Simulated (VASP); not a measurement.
NaCl, 2 atoms in the cell. The structure is cubic, space group Pm-3m (No. 221). Conventional cell: a = 3.460 Å, b = 3.460 Å, c = 3.460 Å, α = 90.00°, β = 90.00°, γ = 90.00°. Na (site symmetry m-3m) has 8 Cl at 3.00 Å and 6 Na at 3.46 Å within 3.9 Å. Cl (site symmetry m-3m) has 8 Na at 3.00 Å and 6 Cl at 3.46 Å within 3.9 Å. 

| Item | Value |
| --- | --- |
| Program | VASP 6.6.1 |
| Task | single point |
| Functional | PBE |
| Potentials or basis | VASP PAW PBE potentials, release 64 (Na_pv, Cl) |
| Cutoff | 520 eV |
| k mesh | 8 × 8 × 8 |
| Occupations | fermi-dirac, width 0.02 eV |
| Spin | no spin polarisation |
| Dipole correction | no |
| Further INCAR settings | ALGO = Normal; EDIFF = 1e-06; NBANDS = 14 |

Potentials or basis: VASP PAW PBE potentials, release 64 (Na_pv, Cl).

Run with:

```bash
$ cat potpaw_PBE.64/Na_pv/POTCAR potpaw_PBE.64/Cl/POTCAR > POTCAR
$ mpirun -np 1 vasp_std > vasp.out
```

Hardware: 1 thread of Intel Xeon 8259CL, with other jobs on the host.

Question: How long does it take, and how much memory?

Answer: It took 20 s on 1 thread of Intel Xeon 8259CL (shared host), peak memory 0.16 GiB. Counts: scf iterations 12, k points 35.
